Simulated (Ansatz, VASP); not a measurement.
**Ge in VASP and in Ansatz**

```xyz
2
Lattice="3.8560 0.0000 0.0000 -1.9280 3.3394 0.0000 0.0000 0.0000 28.0000" Properties=species:S:1:pos:R:3 pbc="T T T"
Ge    0.0000    2.2263   14.2180
Ge    1.9280    1.1131   13.7820
```

Alike in both runs: task single point; functional PBE; k mesh 12 × 12 × 1; occupations gaussian, width 0.1 eV; no spin polarisation.

```csv
,VASP,Ansatz
version,VASP 6.6.1,Ansatz 0.2.0
potentials or method,"VASP PAW PBE potentials, release 64 (Ge_d), cutoff 520 eV","scalar-relativistic, plane waves, PAW"
valence electrons in the cell,28,28
```

|  | VASP | Ansatz | Ansatz less VASP |
| --- | --- | --- | --- |
| gap on the k mesh at the Fermi level (eV) | none | none | - |
| rms of the force components (eV/Å) | 0.498 | 0.504 | +0.0059 |

Atom by atom the forces differ by 0.006 eV/Å (rms over components). A gap of «none» marks a metal or a gap that the smearing closes. The functional is the same, so the differences come from potentials, cutoffs and numerics.
